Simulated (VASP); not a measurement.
# TiMoSe4: relaxation of cell and atoms with PBE

TiMoSe4:

```
Ti Mo Se
1.0
     3.38834    0.00000    0.00000
    -1.69417    2.93439    0.00000
     0.00000    0.00000   13.51893
Ti Mo Se
1 1 4
Direct
  0.66667 0.33333 0.50000
  0.66667 0.33333 0.00000
  0.33333 0.66667 0.62596
  0.00000 0.00000 0.87812
  0.00000 0.00000 0.12188
  0.33333 0.66667 0.37404
```

The cell was built from a structure type or drawn by symmetry, and may not be a known phase.

```yaml
Program: VASP 6.6.1
Task: relaxation of cell and atoms
Functional: PBE
Potentials_or_basis: VASP PAW PBE potentials, release 64 (Ti_sv, Mo_sv, Se)
Cutoff: 600 eV
k_mesh: 4 × 4 × 1
Occupations: gaussian, width 0.15 eV
Spin: collinear spin
Starting_moments: "[1.0, 1.0, 0.0, 0.0, 0.0, 0.0] μB"
Dipole_correction: no
Further_INCAR_settings: ALGO = Normal; EDIFF = 1e-07; IBRION = 2; EDIFFG = -0.08; NSW = 36; ISIF = 3
```

```json
{
 "Relaxed volume": "25.44 Å³/atom",
 "Relaxed cell": "a = 3.411 Å, b = 3.411 Å, c = 15.147 Å, α = 90.00°, β = 90.00°, γ = 120.00°",
 "Space group after relaxing (to 0.1 Å)": "P-6m2 (No. 187)",
 "Energy gained by relaxing": "15.9 meV/atom",
 "Ionic steps": "19",
 "Pressure after relaxing": "0.0 GPa",
 "Largest force after relaxing": "0.021 eV/Å",
 "Band gap on the k mesh": "0.28 eV (least direct gap 0.72 eV)",
 "Net moment": "0.00 μB per cell",
 "Valence electrons inside the program's atomic spheres": "Ti 10.22; Mo 12.31; Se 3.87, 3.84 (each value once)"
}
```

Forces on the atoms (eV/Å):
```
Ti   0.000  0.000  0.000
Mo   0.000  0.000  0.000
Se   0.000  0.000 -0.017
Se   0.000  0.000 -0.021
Se   0.000  0.000  0.021
Se   0.000  0.000  0.017
```

The path:
```csv
step,energy change (eV),largest force (eV/Å),pressure (GPa),volume (Å³)
1,0.0000,0.8012,-0.51,134.41
2,-0.0392,0.3576,1.75,133.00
3,-0.0410,0.2859,1.36,133.24
4,-0.0543,0.1424,-0.39,136.17
5,-0.0562,0.0684,0.04,135.40
6,-0.0591,0.1026,-0.02,135.62
7,-0.0611,0.2186,-0.12,136.00
8,-0.0627,0.1937,0.04,136.03
9,-0.0658,0.1178,0.53,136.11
10,-0.0638,0.1342,1.53,136.26
11,-0.0664,0.0662,0.85,136.16
12,-0.0679,0.0634,0.82,136.44
13,-0.0719,0.0541,0.72,137.31
14,-0.0787,0.0368,0.55,139.04
15,-0.0872,0.0535,0.27,142.53
16,-0.0878,0.1549,-0.02,149.60
17,-0.0924,0.0311,-0.38,151.78
18,-0.0929,0.0578,-0.56,152.92
19,-0.0954,0.0212,0.01,152.64
```

Final structure:
```
Ti Mo Se
1.0
     3.41113    0.00000    0.00000
    -1.70557    2.95413    0.00000
     0.00000    0.00000   15.14703
Ti Mo Se
1 1 4
Direct
  0.66667 0.33333 0.50000
  0.66667 0.33333 0.00000
  0.33333 0.66667 0.60791
  0.00000 0.00000 0.89185
  0.00000 0.00000 0.10815
  0.33333 0.66667 0.39209
```

Levels at points of the mesh, in eV from the valence-band top:
Spin up:
```csv
k point,band 22,band 23,band 24,band 25,band 26,band 27,band 28,band 29
"(0.00, 0.00, 0.00)",-0.86,-0.14,-0.14,0.00,1.15,2.61,2.61,2.89
"(0.50, 0.00, 0.00)",-0.91,-0.88,-0.62,-0.44,0.28,1.60,2.03,2.22
```
Spin down:
| k point | band 21 | band 22 | band 23 | band 24 | band 25 | band 26 | band 27 | band 28 | band 29 | band 30 |
| --- | --- | --- | --- | --- | --- | --- | --- | --- | --- | --- |
| (0.00, 0.00, 0.00) | -1.00 | -0.86 | -0.14 | -0.14 | 0.00 | 1.15 | 2.61 | 2.61 | 2.89 | 2.89 |
| (0.50, 0.00, 0.00) | -1.58 | -0.91 | -0.88 | -0.62 | -0.44 | 0.28 | 1.60 | 2.03 | 2.22 | 2.57 |

Wall time 11 min on 1 thread of AMD EPYC 9R45 96-Core Processor (Zen 5), with other jobs on the host, peak memory 0.33 GiB.

Caveat: the k points lie up to 0.53 Å⁻¹ apart in the final cell; an odd mesh through Γ misses points on the zone boundary, where band edges can lie; this functional lacks dispersion, which binds the layers, so the pressure and a relaxed spacing across them are unreliable.
